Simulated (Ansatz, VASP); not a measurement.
# One calculation of Ba, two programs

```
Ba
1.0
     0.00000    3.79206    3.79206
     3.79206    0.00000    3.79206
     3.79206    3.79206    0.00000
Ba
2
Direct
  0.12500 0.12500 0.12500
  0.87500 0.87500 0.87500
```

Alike in both runs: functional r2SCAN; k mesh 6 × 6 × 6; occupations fermi-dirac, width 0.1 eV; no spin polarisation.

Ansatz relaxed the structure, and its values are those at the end. VASP's run is a single point on that final structure, the one shown.

|  | VASP | Ansatz |
| --- | --- | --- |
| version | VASP 6.6.1 | Ansatz 0.2.0 |
| potentials or method | VASP PAW PBE potentials, release 64 (Ba_sv), cutoff 520 eV | plane waves (500 eV) with PAW, scalar-relativistic |
| valence electrons in the cell | 20 | 20 |

|  | VASP | Ansatz | Ansatz less VASP |
| --- | --- | --- | --- |
| pressure (GPa) | 0.5 | 0.0 | -0.55 |

VASP's potentials were made for PBE, not for r2SCAN.

Neither program's run includes spin-orbit coupling.
